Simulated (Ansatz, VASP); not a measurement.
## NiO2: VASP beside Ansatz

```
Ni O
1.0
     2.73044    0.00000    0.00000
    -1.36522    2.36463    0.00000
     0.00000    0.00000    5.16955
Ni O
1 2
Direct
  0.00000 0.00000 0.50000
  0.66667 0.33333 0.71280
  0.33333 0.66667 0.28720
```

Alike in both runs: task single point; functional PBEsol; k mesh 12 × 12 × 6; occupations gaussian, width 0.05 eV; no spin polarisation.

|  | VASP | Ansatz |
| --- | --- | --- |
| version | VASP 6.6.1 | Ansatz 0.2.0 |
| potentials or method | VASP PAW PBE potentials, release 64 (Ni, O), cutoff 520 eV | scalar-relativistic, plane waves, PAW |
| valence electrons in the cell | 22 | 30 |

Ansatz gave:

| Property | Result |
| --- | --- |
| gap on the k mesh at the Fermi level (eV) | 1.03 |
| least direct gap on the mesh (eV) | 1.09 |
| pressure (GPa) | -12.6 |
| traceless stress, the component that is largest in VASP (GPa) | -12.81 |
| rms of the force components (eV/Å) | 1.134 |

Q: Which values does VASP return?

A: gap on the k mesh at the Fermi level (eV): 1.00; least direct gap on the mesh (eV): 1.07; pressure (GPa): -12.1; traceless stress, the component that is largest in VASP (GPa): -12.70; rms of the force components (eV/Å): 1.094.

VASP's potentials were made for PBE, not for PBEsol. Atom by atom the forces differ by 0.040 eV/Å (rms over components). VASP's potentials hold 22 valence electrons a cell and Ansatz's 30, so a difference there can come from the potentials and not from the codes.
